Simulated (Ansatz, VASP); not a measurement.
# InP in VASP and in Ansatz

The input POSCAR:

```
InP
1.0
    0.0000000000      2.6331315172      2.6331315172
    2.6331315172      0.0000000000      2.6331315172
    2.6331315172      2.6331315172      0.0000000000
In P
1 1
Direct
    0.0000000000      0.0000000000      0.0000000000
    0.5000000000      0.5000000000      0.5000000000
```

File INCAR.step1:

```
SYSTEM = InP
PREC     = Accurate       ! precision mode
ENCUT    = 520            ! plane-wave cutoff, eV
ISMEAR   = -1             ! smearing method
SIGMA    = 0.05           ! smearing width, eV
LREAL    = .False.        ! projectors in reciprocal space
LASPH    = .True.         ! aspherical terms in the spheres
NELM     = 60             ! most SCF steps
NBANDS   = 16             ! bands
GGA      = PE             ! functional
ALGO     = Normal         ! electronic algorithm
EDIFF    = 1E-4           ! SCF threshold, eV
LWAVE    = .True.         ! write WAVECAR
LCHARG   = .False.        ! write CHGCAR
```

File INCAR.step2:

```
SYSTEM = InP
PREC     = Accurate       ! precision mode
ENCUT    = 520            ! plane-wave cutoff, eV
EDIFF    = 1E-6           ! SCF threshold, eV
ISMEAR   = -1             ! smearing method
SIGMA    = 0.05           ! smearing width, eV
LREAL    = .False.        ! projectors in reciprocal space
LASPH    = .True.         ! aspherical terms in the spheres
NELM     = 60             ! most SCF steps
ALGO     = Normal         ! electronic algorithm
ISIF     = 2              ! what is computed and relaxed
LWAVE    = .False.        ! write WAVECAR
LCHARG   = .False.        ! write CHGCAR
METAGGA  = R2SCAN         ! meta-GGA
LMIXTAU  = .True.       
NBANDS   = 16             ! bands
ISTART   = 1
```

File KPOINTS:

```
regular mesh
0
Gamma
  14 14 14
  0 0 0
```

Input for Ansatz:

```yaml
crystal:
  lattice:
    - [0.0, 2.6331315172, 2.6331315172]
    - [2.6331315172, 0.0, 2.6331315172]
    - [2.6331315172, 2.6331315172, 0.0]
  atoms:
    - { symbol: In, position: [0.0, 0.0, 0.0] }
    - { symbol: P, position: [0.5, 0.5, 0.5] }
kpoints:
  mp_grid: { grid: [14, 14, 14] }
scf:
  occupations: { method: fermi_dirac, width: 0.05 }
hamiltonian:
  xc: r2scan
  pseudopotentials: { kind: paw }
output:
  forces: true
  stress: true
  eigenvalues: true
  populations: true
```

Change from the starting cell: volume scaled by 0.88, PAW files.

Alike in both runs: task single point; functional r2SCAN; k mesh 14 × 14 × 14; occupations fermi-dirac, width 0.05 eV; no spin polarisation.

```csv
,VASP,Ansatz
version,VASP 6.6.1,Ansatz 0.2.0
potentials or method,"VASP PAW PBE potentials, release 64 (In_d, P)","PAW with Ansatz's default frozen-core files, scalar-relativistic"
plane-wave cutoff (eV),520,500
valence electrons in the cell,18,18
```

|  | VASP | Ansatz | Ansatz less VASP |
| --- | --- | --- | --- |
| pressure (GPa) | 14.6 | 14.6 | -0.05 |

VASP's potentials were made for PBE, not for r2SCAN.
